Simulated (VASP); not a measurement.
# AgBr (Fm-3m) in VASP: relaxation of cell and atoms with PBE

Aim: the relaxation of cell and atoms of AgBr with PBE.

Program: VASP 6.6.1. These are calculated values, not measurements. Logs are shortened: lines on timing, memory, paths and dates and some standing lists are left out, and cuts for length are marked.

## Step 1: The cell of the first run

It takes space group Fm-3m (No. 225, cubic). Conventional cell: a = 5.853 Å, b = 5.853 Å, c = 5.853 Å, α = 90.00°, β = 90.00°, γ = 90.00°. Ag (site symmetry m-3m) has 6 Br at 2.93 Å within 3.9 Å. Within 3.9 Å of Br (site symmetry m-3m) lie 6 Ag at 2.93 Å.

## Step 2: Relaxation of cell and atoms, PBE

The input, INCAR:

```
PREC = Accurate
ENCUT = 500
EDIFF = 1E-7
ISMEAR = 0
SIGMA = 0.02
LREAL = False
LASPH = True
NELM = 120
ALGO = Normal
ISIF = 3
LWAVE = False
LCHARG = False
GGA = PE
IBRION = 2
NSW = 80
EDIFFG = -0.01
GGA_COMPAT = False
NELMIN = 4
```

The input, KPOINTS:

```
Automatic mesh
0
Gamma
  8 8 8
```

The input, POSCAR:

```
AgBr
1.0
    0.0000000000      2.9263207970      2.9263207970
    2.9263207970      0.0000000000      2.9263207970
    2.9263207970      2.9263207970      0.0000000000
Ag Br
1 1
Direct
    0.0000000000      0.0000000000      0.0000000000
    0.5000000000      0.5000000000      0.5000000000
```

Potentials or basis: VASP PAW PBE potentials, release 64 (Ag, Br).

Started as:

```bash
> cat potpaw_PBE.64/Ag/POTCAR potpaw_PBE.64/Br/POTCAR > POTCAR
> mpirun -np 1 vasp_std > vasp.out
```

OUTCAR:

```text
PREC = Accurate
   ENCUT = 500
   EDIFF = 1E-7
   ISMEAR = 0
   LREAL = False
   LASPH = True
   NELM = 120
   ISIF = 3
   GGA = PE
   IBRION = 2
   NSW = 80
   EDIFFG = -0.01
   NELMIN = 4

 ion  position               nearest neighbor table
   1  0.000  0.000  0.000-   2 2.93   2 2.93   2 2.93   2 2.93   2 2.93   2 2.93
   2  0.500  0.500  0.500-   1 2.93   1 2.93   1 2.93   1 2.93   1 2.93   1 2.93

  LATTYP: Found a face centered cubic cell.
 ALAT       =     5.8526415940

  Lattice vectors:

 A1 = (   0.0000000000,   2.9263207970,   2.9263207970)
 A2 = (   2.9263207970,   0.0000000000,   2.9263207970)
 A3 = (   2.9263207970,   2.9263207970,   0.0000000000)

Analysis of symmetry for initial positions (statically):
=====================================================================
 Subroutine PRICEL returns:
 Original cell was already a primitive cell.

 Routine SETGRP: Setting up the symmetry group for a
 face centered cubic supercell.

 Subroutine GETGRP returns: Found 48 space group operations
 (whereof 48 operations were pure point group operations)
 out of a pool of 48 trial point group operations.

The static configuration has the point symmetry O_h .

Analysis of symmetry for dynamics (positions and initial velocities):
=====================================================================
 Subroutine PRICEL returns:
 Original cell was already a primitive cell.

 Routine SETGRP: Setting up the symmetry group for a
 face centered cubic supercell.

 Subroutine GETGRP returns: Found 48 space group operations
 (whereof 48 operations were pure point group operations)
 out of a pool of 48 trial point group operations.

The dynamic configuration has the point symmetry O_h .

 Subroutine INISYM returns: Found 48 space group operations
 (whereof 48 operations are pure point group operations),
 and found     1 'primitive' translations

----------------------------------------------------------------------------------------

                                     Primitive cell

  volume of cell :      50.1182

  direct lattice vectors                    reciprocal lattice vectors
     0.000000000  2.926320797  2.926320797    -0.170863017  0.170863017  0.170863017
     2.926320797  0.000000000  2.926320797     0.170863017 -0.170863017  0.170863017
     2.926320797  2.926320797  0.000000000     0.170863017  0.170863017 -0.170863017

  length of vectors
     4.138442559  4.138442559  4.138442559     0.295943427  0.295943427  0.295943427

  position of ions in fractional coordinates (direct lattice)
     0.000000000  0.000000000  0.000000000
     0.500000000  0.500000000  0.500000000

  ion indices of the primitive-cell ions
   primitive index   ion index
                 1           1
                 2           2

----------------------------------------------------------------------------------------

 KPOINTS: Automatic mesh

Automatic generation of k-mesh.
 Grid dimensions read from file:
 generate k-points for:    8    8    8

 Generating k-lattice:

  Cartesian coordinates                     Fractional coordinates (reciprocal lattice)
    -0.021357877  0.021357877  0.021357877     0.125000000  0.000000000  0.000000000
     0.021357877 -0.021357877  0.021357877     0.000000000  0.125000000  0.000000000
     0.021357877  0.021357877 -0.021357877     0.000000000  0.000000000  0.125000000

  Length of vectors
     0.036992928  0.036992928  0.036992928

  Shift w.r.t. Gamma in fractional coordinates (k-lattice)
     0.000000000  0.000000000  0.000000000

 Subroutine IBZKPT returns following result:
 ===========================================

 Found     29 irreducible k-points:

 Following reciprocal coordinates:
            Coordinates               Weight
  0.000000  0.000000  0.000000      1.000000
  0.125000  0.000000  0.000000      8.000000
  0.250000  0.000000  0.000000      8.000000
  0.375000  0.000000  0.000000      8.000000
  0.500000  0.000000  0.000000      4.000000
  0.125000  0.125000  0.000000      6.000000
[... 16 lines left out ...]
  0.500000  0.250000  0.125000     48.000000
 -0.375000  0.250000  0.125000     24.000000
 [... further k-points ...]
   k-points           NKPTS =     29   k-points in BZ     NKDIM =     29   number of bands    NBANDS=     13
   number of dos      NEDOS =    301   number of ions     NIONS =      2
   total plane-waves  NPLWV =  27000
   dimension x,y,z NGX =    30 NGY =   30 NGZ =   30
   dimension x,y,z NGXF=    60 NGYF=   60 NGZF=   60
   ions per type =               1   1
   NGX,Y,Z   is equivalent  to a cutoff of  12.05, 12.05, 12.05 a.u.
   NGXF,Y,Z  is equivalent  to a cutoff of  24.10, 24.10, 24.10 a.u.
 SYSTEM =  unknown system
   PREC   = accura    normal or accurate (medium, high low for compatibility)
   ISTART =      0    job   : 0-new  1-cont  2-samecut
   ICHARG =      2    charge: 1-file 2-atom 10-const
   ISPIN  =      1    spin polarized calculation?
   LNONCOLLINEAR =      F non collinear calculations
   LSORBIT =      F    spin-orbit coupling
   LASPH  =      T    aspherical Exc in radial PAW
   ENCUT  =  500.0 eV  36.75 Ry    6.06 a.u.   7.55  7.55  7.55*2*pi/ulx,y,z
   NELM   =    120;   NELMIN=  4; NELMDL= -5     # of ELM steps
   EDIFF  = 0.1E-06   stopping-criterion for ELM
   LREAL  =      F    real-space projection
   EDIFFG = -.1E-01   stopping-criterion for IOM
   NSW    =     80    number of steps for IOM
   IBRION =      2    ionic relax: 0-MD 1-quasi-New 2-CG
   NFREE  =      1    steps in history (QN), initial steepest desc. (CG)
   ISIF   =      3    stress and relaxation
   ISYM   =      2    0-nonsym 1-usesym 2-fastsym
   POTIM  = 0.5000    time-step for ionic-motion
   TEBEG  =    0.0;   TEEND  =   0.0 temperature during run
   PSTRESS=    0.0 pullay stress
   NELECT =      18.0000    total number of electrons
   NUPDOWN=      -1.0000    fix difference up-down
   EMIN   =  10.00;   EMAX   =-10.00  energy-range for DOS
   EFERMI =   0.00;   METHOD = LEGACY
   ISMEAR =     0;   SIGMA  =   0.02  broadening in eV -4-tet -1-fermi 0-gaus
   EFERMI_NEDOS =   21; number of points for ismear=-14 and -15
   IALGO  =     38    algorithm
   IMIX   =      4    mixing-type and parameters
     AMIX     =   0.40;   BMIX     =  1.00
     AMIX_MAG =   1.60;   BMIX_MAG =  1.00
  volume/ion in A,a.u.               =      25.06       169.11
  Fermi-wavevector in a.u.,A,eV,Ry     =   1.163680  2.199037 18.424359  1.354152
  Thomas-Fermi vector in A             =   2.300227
   LORBIT       =      0    0 simple, 1 ext, 2 COOP (PROOUT), +10 PAW based schemes
   GGA     = PE    functional components
   LHFCALC =     F    Hartree Fock is set to
   AEXX    =    0.0000 exact exchange contribution
   IVDW    =     0    specifies the selected vdW correction
   LEPSILON=     F    determine dielectric tensor
   LRPA    =     F    only Hartree local field effects (RPA)
 conjugate gradient relaxation of ions
 non-spin polarized calculation
 Gauss-broadening in eV      SIGMA  =   0.02
  energy-cutoff  :      500.00
  volume of cell :       50.12
 maximum number of plane-waves:      1287
   NGX = 15   NGY = 15   NGZ = 15

--------------------------------------- Ionic step        1  -------------------------------------------

 number of electron      18.0000000 magnetization

 Free energy of the ion-electron system (eV)
  ---------------------------------------------------
  ext. energy  EPLUGINS =         0.00000000
  ---------------------------------------------------
  free energy    TOTEN  =        -5.00002156 eV

  energy without entropy =       -5.00002156  energy(sigma->0) =       -5.00002156

------------------------ aborting loop because EDIFF is reached ----------------------------------------

  FORCE on cell =-STRESS in cart. coord.  units (eV):
  Direction    XX          YY          ZZ          XY          YZ          ZX
  --------------------------------------------------------------------------------------
  -------------------------------------------------------------------------------------
  Total       -0.0844113     -0.0844113     -0.0844113      0.0000000      0.0000000     -0.0000000
  in kB       -2.6984555     -2.6984555     -2.6984555      0.0000000      0.0000000     -0.0000000
  external PRESSURE =      -2.6984555 kB  Pullay stress =       0.0000000 kB

 VOLUME and BASIS-vectors are now :
 -----------------------------------------------------------------------------
  energy-cutoff  :      500.00
  volume of cell :       50.12
      direct lattice vectors                 reciprocal lattice vectors
     0.000000000  2.926320797  2.926320797    -0.170863017  0.170863017  0.170863017
     2.926320797  0.000000000  2.926320797     0.170863017 -0.170863017  0.170863017
     2.926320797  2.926320797  0.000000000     0.170863017  0.170863017 -0.170863017

 POSITION                                       TOTAL-FORCE (eV/Angst)
 -----------------------------------------------------------------------------------
      0.00000      0.00000      0.00000         0.000000     -0.000000      0.000000
      2.92632      2.92632      2.92632        -0.000000      0.000000     -0.000000
 -----------------------------------------------------------------------------------
    total drift:                               -0.000000      0.000000      0.000000

  FREE ENERGIE OF THE ION-ELECTRON SYSTEM (eV)
  ---------------------------------------------------
  free  energy   TOTEN  =        -5.0000215603 eV

  energy  without entropy=       -5.0000215603  energy(sigma->0) =       -5.00002156

--------------------------------------- Ionic step        2  -------------------------------------------

 number of electron      18.0000001 magnetization

 Free energy of the ion-electron system (eV)
  ---------------------------------------------------
  ext. energy  EPLUGINS =         0.00000000
  ---------------------------------------------------
  free energy    TOTEN  =        -5.00031349 eV

  energy without entropy =       -5.00031349  energy(sigma->0) =       -5.00031349

 E-fermi :   3.1029     XC(G=0):  -9.5968

 val. band max:        2.9989695966   @ k =   0.5000   0.0000   0.0000
 cond. band min:       3.6863602141   @ k =   0.0000   0.0000   0.0000
 fundamental gap:      0.6873906175
 Fermi energy:         3.1029130881

 k-point     1 :       0.0000    0.0000    0.0000
  band No.  band energies     occupation
      1     -11.7565      2.00000
      2       0.4122      2.00000
      3       0.4122      2.00000
      4       0.4126      2.00000
      5       0.4126      2.00000
      6       0.4126      2.00000
      7       1.2488      2.00000
      8       1.2488      2.00000
      9       1.2488      2.00000
     10       3.6864      0.00000
     11      12.9262      0.00000
     12      12.9262      0.00000
     13      12.9262      0.00000

 k-point     2 :       0.1250    0.0000    0.0000
  band No.  band energies     occupation
      1     -11.7043      2.00000
      2       0.0513      2.00000
      3       0.0513      2.00000
      4       0.1024      2.00000
      5       0.4503      2.00000
      6       0.4503      2.00000
      7       0.9001      2.00000
      8       1.6706      2.00000
      9       1.6706      2.00000
     10       4.4962      0.00000
     11      11.6102      0.00000
     12      12.5301      0.00000
     13      12.5301      0.00000
[... 321 lines left out ...]
 k-point    23 :       0.5000    0.2500    0.1250
  band No.  band energies     occupation
      1     -11.3894      2.00000
      2      -1.3887      2.00000
      3      -0.7409      2.00000
      4      -0.4709      2.00000
      5       0.5814      2.00000
      6       0.6847      2.00000
      7       0.9831      2.00000
      8       1.6108      2.00000
      9       2.5691      2.00000
     10       7.1851      0.00000
     11       8.6308      0.00000
     12      10.5479      0.00000
     13      11.0646      0.00000

 k-point    24 :      -0.3750    0.2500    0.1250
  band No.  band energies     occupation
      1     -11.3464      2.00000
      2      -1.4465      2.00000
      3      -0.7581      2.00000
      4      -0.7405      2.00000
      5       0.6369      2.00000
      6       0.6878      2.00000
      7       0.9534      2.00000
      8       1.8932      2.00000
      9       2.4510      2.00000
     10       7.4274      0.00000
     11       8.3097      0.00000
     12      10.8208      0.00000
     13      10.8491      0.00000

 [... further k-points ...]

------------------------ aborting loop because EDIFF is reached ----------------------------------------

  FORCE on cell =-STRESS in cart. coord.  units (eV):
  Direction    XX          YY          ZZ          XY          YZ          ZX
  --------------------------------------------------------------------------------------
  -------------------------------------------------------------------------------------
  Total       -0.0109146     -0.0109146     -0.0109146      0.0000000      0.0000000      0.0000000
  in kB       -0.3510558     -0.3510558     -0.3510558      0.0000000      0.0000000      0.0000000
  external PRESSURE =      -0.3510558 kB  Pullay stress =       0.0000000 kB

 VOLUME and BASIS-vectors are now :
 -----------------------------------------------------------------------------
  energy-cutoff  :      500.00
  volume of cell :       49.81
      direct lattice vectors                 reciprocal lattice vectors
     0.000000000  2.920362480  2.920362480    -0.171211623  0.171211623  0.171211623
     2.920362480  0.000000000  2.920362480     0.171211623 -0.171211623  0.171211623
     2.920362480  2.920362480  0.000000000     0.171211623  0.171211623 -0.171211623

 POSITION                                       TOTAL-FORCE (eV/Angst)
 -----------------------------------------------------------------------------------
      2.92036      5.84072      2.92036         0.000000     -0.000000     -0.000000
      2.92036      2.92036      2.92036        -0.000000      0.000000      0.000000
 -----------------------------------------------------------------------------------
    total drift:                               -0.000000     -0.000000      0.000000

  FREE ENERGIE OF THE ION-ELECTRON SYSTEM (eV)
  ---------------------------------------------------
  free  energy   TOTEN  =        -5.0003134935 eV

  energy  without entropy=       -5.0003134935  energy(sigma->0) =       -5.00031349

 reached required accuracy - stopping structural energy minimisation
```

It took 58 s on 1 thread of Intel Xeon 8259CL, shared host; peak memory 0.18 GiB.

What came out:

- Free energy: -5.0003 eV
- Relaxed volume: 24.91 Å³/atom
- Relaxed cell: a = 4.130 Å, b = 4.130 Å, c = 4.130 Å, α = 60.00°, β = 60.00°, γ = 60.00°
- Space group after relaxing (to 0.05 Å): Fm-3m (No. 225)
- Energy gained by relaxing: 0.1 meV/atom
- Ionic steps: 2
- Pressure after relaxing: 0.0 GPa
- Band gap on the k mesh: 0.69 eV, indirect (least direct gap 2.44 eV)

The path:
| step | energy change (eV) | largest force (eV/Å) | pressure (GPa) | volume (Å³) |
| --- | --- | --- | --- | --- |
| 1 | 0.0000 | 0.0000 | -0.27 | 50.12 |
| 2 | -0.0003 | 0.0000 | -0.04 | 49.81 |

Final structure:
```
Ag Br
1.0
     0.00000    2.92036    2.92036
     2.92036    0.00000    2.92036
     2.92036    2.92036    0.00000
Ag Br
1 1
Cartesian
  2.9204 5.8407 2.9204
  2.9204 2.9204 2.9204
```

Levels at points of the mesh, in eV from the valence-band top:
```csv
k point,band 5,band 6,band 7,band 8,band 9,band 10,band 11,band 12,band 13
"(0.00, 0.00, 0.00)",-2.59,-2.59,-1.75,-1.75,-1.75,0.69,9.93,9.93,9.93
"(0.50, 0.00, 0.00)",-2.32,-2.32,-2.00,0.00,0.00,3.88,6.29,6.86,6.86
"(0.50, 0.50, 0.00)",-2.58,-2.45,-2.23,-2.23,-2.16,1.71,7.15,8.86,10.79
```
